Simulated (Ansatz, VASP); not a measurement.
# Al12H in VASP and in Ansatz

```xyz
13
Lattice="5.7135 0.0000 0.0000 -2.8568 4.9481 0.0000 0.0000 0.0000 21.6014" Properties=species:S:1:pos:R:3 pbc="T T T"
Al    1.4284    0.8247    4.0000
Al    0.0000    3.2987    4.0000
Al    4.2851    0.8247    4.0000
Al    2.8568    3.2987    4.0000
Al    0.0000    1.6494    6.3007
Al   -1.4284    4.1234    6.3007
Al    2.8568    1.6494    6.3007
Al    1.4284    4.1234    6.3007
Al    0.0000    0.0000    8.6014
Al   -1.4284    2.4740    8.6014
Al    2.8568    0.0000    8.6014
Al    1.4284    2.4740    8.6014
H     2.8568   -1.6494   11.8714
```

Alike in both runs: task single point; functional PBE; k mesh 6 × 6 × 1; occupations gaussian, width 0.1 eV; collinear spin.

|  | VASP | Ansatz |
| --- | --- | --- |
| version | VASP 6.6.1 | Ansatz 0.2.0 |
| potentials or method | VASP PAW PBE potentials, release 64 (Al, H), cutoff 520 eV | scalar-relativistic, plane waves, PAW |
| valence electrons in the cell | 37 | 37 |

|  | VASP | Ansatz | Ansatz less VASP |
| --- | --- | --- | --- |
| gap on the k mesh at the Fermi level (eV) | none | none | - |
| rms of the force components (eV/Å) | 0.014 | 0.014 | 0.0000 |
| net moment per atom (μB) | 0.08 | 0.08 | 0.000 |
| size of the moment on the site where the two differ most (μB) | 0.37 | 0.91 | +0.536 |

Site moments also hang on the region over which each program counts them. Atom by atom the forces differ by 0.000 eV/Å (rms over components). A gap of «none» marks a metal or a gap that the smearing closes. Ansatz's warnings: stability check not made.
